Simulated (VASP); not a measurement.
Write the native input for VASP 6.6.1 that does the following.

```
Task                   : single point
Functional             : PBE
Potentials or basis    : VASP PAW PBE potentials, release 64 (Li_sv, H)
Cutoff                 : 520 eV
k mesh                 : 4 × 4 × 2
Occupations            : fermi-dirac, width 0.069 eV
Spin                   : no spin polarisation
Dipole correction      : no
Further INCAR settings : LREAL = Auto; ALGO = Normal; EDIFF = 1e-07; NBANDS = 42
```

The structure of LiH lies in POSCAR:

```
LiH
1.0
    0.0000000000      3.9969453814      3.9969453814
    3.9969453814      0.0000000000      3.9969453814
    5.9954180722      5.9954180722      0.0000000000
Li H
12 12
Direct
    0.0059879477     -0.0013816801     -0.0091622468
    0.0162402770     -0.0490463295      0.3249323861
   -0.0175956870      0.0061456932      0.6964158212
    0.0086553597      0.5167698837      0.0264908966
   -0.0153395891      0.5152328350      0.3466176128
   -0.0356098186      0.4854485901      0.7181983722
    0.4659115455      0.0459130617     -0.0249765735
    0.5680615528     -0.0144277678      0.3333575701
    0.4979415053      0.0069455540      0.6426719461
    0.5037709570      0.4846741236     -0.0045451376
    0.4801175190      0.5384247956      0.2973720062
    0.5167740119      0.4774259636      0.6481423736
    0.2695522198      0.2385950792      0.1655194831
    0.2473009775      0.2392693441      0.4971787562
    0.2500395689      0.2834986200      0.8312418650
    0.2602613748      0.7166779194      0.1631264890
    0.2259965833      0.7201814699      0.5104351295
    0.2635699014      0.7604325829      0.8334330383
    0.7621112398      0.2616513112      0.1686858177
    0.7466862104      0.2463098457      0.4900772498
    0.7312070146      0.2457765634      0.8376197355
    0.7776157048      0.7268059037      0.1673558854
    0.7486398273      0.7260405693      0.5219895364
    0.7520287903      0.7512827205      0.8442148553
```

The input as run:

INCAR

```
PREC = Accurate
ENCUT = 520
EDIFF = 1E-7
ISMEAR = -1
SIGMA = 0.069
LREAL = Auto
LASPH = T
NELM = 80
ALGO = Normal
ISIF = 2
LWAVE = F
LCHARG = F
GGA = PE
NBANDS = 42
```

KPOINTS

```
regular mesh
0
Gamma
  4 4 2
```

Potentials or basis: VASP PAW PBE potentials, release 64 (Li_sv, H).

The run is started by

```console
$ cat potpaw_PBE.64/Li_sv/POTCAR potpaw_PBE.64/H/POTCAR > POTCAR
$ mpirun -np 1 vasp_std > vasp.out
```

It gave:

* Largest force: 1.288 eV/Å
* Band gap on the k mesh: 2.83 eV, direct

Caveat: the k points lie up to 0.45 Å⁻¹ apart; forces of over 1 eV/Å act on the atoms, so gaps and moduli don't describe the material at rest.

Wall time 4.1 min on 1 thread of AMD EPYC 9R45 96-Core Processor (Zen 5) (shared host), peak memory 0.31 GiB.
